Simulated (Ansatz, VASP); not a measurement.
## Two plane-wave programs on SnTe

File INCAR:

```
PREC     = Accurate       # precision mode
ENCUT    = 520            # plane-wave cutoff, eV
EDIFF    = 1E-6           # SCF threshold, eV
ISMEAR   = 0              # smearing method
SIGMA    = 0.03           # smearing width, eV
LREAL    = F              # projectors in reciprocal space
LASPH    = T              # aspherical terms in the spheres
NELM     = 60             # most SCF steps
ALGO     = Normal         # electronic algorithm
ISIF     = 2              # what is computed and relaxed
LWAVE    = F              # write WAVECAR
LCHARG   = F              # write CHGCAR
GGA      = PS             # functional
NBANDS   = 17             # bands
```

The input KPOINTS:

```
regular mesh
0
Gamma
  10 10 10
```

Contents of POSCAR:

```
SnTe
1.0
    0.0000000000      3.0302400000      3.0302400000
    3.0302400000      0.0000000000      3.0302400000
    3.0302400000      3.0302400000      0.0000000000
Sn Te
1 1
Direct
    0.0000000000      0.0000000000      0.0000000000
    0.5000000000      0.5000000000      0.5000000000
```

Input for Ansatz:

```yaml
crystal:
  lattice:
    - [0.0, 3.03024, 3.03024]
    - [3.03024, 0.0, 3.03024]
    - [3.03024, 3.03024, 0.0]
  atoms:
    - { symbol: Sn, position: [0.0, 0.0, 0.0] }
    - { symbol: Te, position: [0.5, 0.5, 0.5] }
basis:
  ecutwfc: 420
kpoints:
  mp_grid: { grid: [10, 10, 10] }
hamiltonian:
  xc: pbesol
scf:
  occupations: { method: gaussian, width: 0.03 }
output:
  forces: true
  stress: true
  eigenvalues: true
  write_density: true
  write_potential: true
  elf: true
  volumetric_format: npy
```

Change from the starting cell: strain -0.040 along x and y, -0.040 along z, atoms carried along.

Alike in both runs: task single point; functional PBEsol; k mesh 10 × 10 × 10; occupations gaussian, width 0.03 eV; no spin polarisation.

```csv
,VASP,Ansatz
version,VASP 6.6.1,Ansatz 0.2.0
potentials or method,"VASP PAW PBE potentials, release 64 (Sn_d, Te), cutoff 520 eV","scalar-relativistic, plane waves, PAW"
valence electrons in the cell,20,30
```

Ansatz gave:

| Property | Result |
| --- | --- |
| gap on the k mesh at the Fermi level (eV) | 0.28 |
| least direct gap on the mesh (eV) | 0.28 |
| pressure (GPa) | 6.7 |

Q: Which values does VASP return?

A: gap on the k mesh at the Fermi level (eV): 0.27; least direct gap on the mesh (eV): 0.27; pressure (GPa): 6.7.

VASP's potentials were made for PBE, not for PBEsol. The functional is the same, so the differences come from potentials, cutoffs and numerics. VASP's potentials hold 20 valence electrons a cell and Ansatz's 30, so a difference there can come from the potentials and not from the codes.

Spin-orbit coupling is off throughout.
